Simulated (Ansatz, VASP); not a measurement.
# Te2Mo: VASP beside Ansatz

INCAR

```
SYSTEM = Te2Mo
ALGO     = Normal         ! electronic algorithm
EDIFF    = 1E-6           ! SCF threshold, eV
ENCUT    = 520            ! plane-wave cutoff, eV
ISIF     = 2              ! what is computed and relaxed
ISMEAR   = 0              ! smearing method
LASPH    = .True.         ! aspherical terms in the spheres
LCHARG   = .False.        ! write CHGCAR
LREAL    = .False.        ! projectors in reciprocal space
LWAVE    = .False.        ! write WAVECAR
NBANDS   = 35             ! bands
NELM     = 60             ! most SCF steps
PREC     = Accurate       ! precision mode
SIGMA    = 0.1            ! smearing width, eV
```

The input KPOINTS:

```
k-points
0
Gamma
  6 10 1
  0 0 0
```

Contents of POSCAR:

```
Te2Mo
1.0
    6.3616090156      0.0000000000      0.0000000000
    0.0000000000      3.4804030600      0.0000000000
   -0.0857412231      0.0000000000     36.1758904685
Te Mo
4 2
Direct
    0.0791521300      0.7500000000      0.4434726800
    0.9208478700      0.2500000000      0.5565273200
    0.5707489000      0.2500000000      0.4592964200
    0.4292511000      0.7500000000      0.5407035800
    0.8186524400      0.7500000000      0.5025346300
    0.1813475600      0.2500000000      0.4974653700
```

Input for Ansatz:

```yaml
crystal:
  lattice:
    - [6.3616090156, 0.0, 0.0]
    - [0.0, 3.48040306, 0.0]
    - [-0.0857412231, 0.0, 36.1758904685]
  atoms:
    - { symbol: Te, position: [0.07915213, 0.75, 0.44347268] }
    - { symbol: Te, position: [0.92084787, 0.25, 0.55652732] }
    - { symbol: Te, position: [0.5707489, 0.25, 0.45929642] }
    - { symbol: Te, position: [0.4292511, 0.75, 0.54070358] }
    - { symbol: Mo, position: [0.81865244, 0.75, 0.50253463] }
    - { symbol: Mo, position: [0.18134756, 0.25, 0.49746537] }
basis:
  ecutwfc: 700
kpoints:
  mp_grid: { grid: [6, 10, 1] }
hamiltonian:
  xc: lda
scf:
  occupations: { method: gaussian, width: 0.1 }
output:
  forces: true
  stress: true
  eigenvalues: true
```

Alike in both runs: task single point; functional LDA; k mesh 6 × 10 × 1; occupations gaussian, width 0.1 eV; no spin polarisation.

|  | VASP | Ansatz |
| --- | --- | --- |
| version | VASP 6.6.1 | Ansatz 0.2.0 |
| potentials or method | VASP PAW LDA potentials, release 64 (Te, Mo_sv), cutoff 520 eV | scalar-relativistic, plane waves, PAW |
| valence electrons in the cell | 52 | 92 |

```tsv
	VASP	Ansatz	Ansatz less VASP
gap on the k mesh at the Fermi level (eV)	none	none	-
rms of the force components (eV/Å)	0.190	0.211	+0.0215
```

LDA's correlation is that of Perdew and Zunger in VASP and of Perdew and Wang (1992) in Ansatz. Atom by atom the forces differ by 0.022 eV/Å (rms over components). A gap of «none» marks a metal or a gap that the smearing closes. VASP's potentials hold 52 valence electrons a cell and Ansatz's 92, so a difference there can come from the potentials and not from the codes.

Neither program's run includes spin-orbit coupling.
